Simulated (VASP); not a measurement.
## Tl: electric field gradients with LDA

Tl:

```
Tl
1.0
     3.50148    0.00000    0.00000
    -1.75074    3.03237    0.00000
     0.00000    0.00000    5.59771
Tl
2
Direct
  0.33333 0.66667 0.25000
  0.66667 0.33333 0.75000
```

```yaml
Program: VASP 6.6.1
Task: electric field gradients
Functional: LDA
Potentials_or_basis: VASP PAW LDA potentials, release 64 (Tl_d)
Cutoff: 520 eV
k_mesh: 11 × 11 × 6
Occupations: fermi-dirac, width 0.05 eV
Spin: no spin polarisation
Dipole_correction: no
Further_INCAR_settings: ALGO = Normal; EDIFF = 1e-08; NBANDS = 20
```

```yaml
Pressure: -2.9 GPa
Band_gap_on_the_k_mesh: zero (bands 13 and 14 overlap by 5.37 eV)
Largest_electric_field_gradient_by_atom: Tl -21.4 V/Å²
```

Stress tensor (GPa, compression positive):
```
-2.81  0.00  0.00
 0.00 -2.81  0.00
 0.00  0.00 -3.11
```

Levels at points of the mesh, in eV from the Fermi level:
```csv
k point,band 10,band 11,band 12,band 13,band 14,band 15,band 16,band 17
"(0.00, 0.00, 0.00)",-10.99,-9.76,-5.10,-2.65,7.71,7.71,9.72,9.72
"(0.00, 0.00, 0.50)",-11.09,-8.38,-8.38,3.25,3.25,8.65,8.65,8.65
```

Electric field gradients, principal values (V/Å²):
| atom | least | middle | greatest (by size) |
| --- | --- | --- | --- |
| 1 Tl | 10.675 | 10.676 | -21.351 |
| 2 Tl | 10.675 | 10.676 | -21.351 |

Wall time 47 s on 1 thread of Intel(R) Xeon(R) Platinum 8259CL CPU @ 2.50GHz (Skylake/Cascade Lake) (shared host), peak memory 0.19 GiB.

Caveat: without QUAD_EFG the Cq values of the log hold for a quadrupole moment of 1 mb, not for the nuclei; spin-orbit coupling is left out, which moves the levels of the heavy elements.
